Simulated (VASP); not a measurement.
Here is a VASP 6.6.1 calculation.

Contents of INCAR:

```
SYSTEM = Te2Mo
PREC = Accurate
ENCUT = 520
EDIFF = 1E-6
ISMEAR = 0
SIGMA = 0.05
LREAL = .FALSE.
LASPH = .TRUE.
NELM = 100
ALGO = Normal
ISIF = 2
LWAVE = .FALSE.
LCHARG = .TRUE.
GGA = CA
LELF = .TRUE.
LVHAR = .TRUE.
NBANDS = 20
```

Contents of KPOINTS:

```
regular mesh
0
G
  12 12 2
  0 0 0
```

The input POSCAR:

```
Te2Mo
1.0
    3.5602328140      0.0000000000      0.0000000000
   -1.7801164070      3.0832520603      0.0000000000
    0.0000000000      0.0000000000     17.5240578200
Te Mo
2 1
Direct
    0.3333333333      0.6666666667      0.8978554500
    0.3333333333      0.6666666667      0.1021445500
    0.0243249655      0.0486499310      0.0000000000
```

Potentials or basis: VASP PAW LDA potentials, release 64 (Te, Mo_sv).

Launch:

```sh
$ cat potpaw_LDA.64/Te/POTCAR potpaw_LDA.64/Mo_sv/POTCAR > POTCAR
$ mpirun -np 1 vasp_std > vasp.out
```

Problem. What does it give for the band gap on the k mesh?

Solution. 1.04 eV.

Problem. What does it give for the largest force?

Solution. 2.115 eV/Å.

Forces on the atoms (eV/Å):
```
Te   0.000  1.058  0.181
Te   0.000  1.058 -0.181
Mo   0.000 -2.115  0.000
```

Caveat: the cell differs from its parent crystal (atom 3 (Mo) moved by (+0.000, +0.150) A along x and y); there is no dipole correction, which matters where the two faces differ; spin-orbit coupling is left out, which moves the levels of the heavy elements.
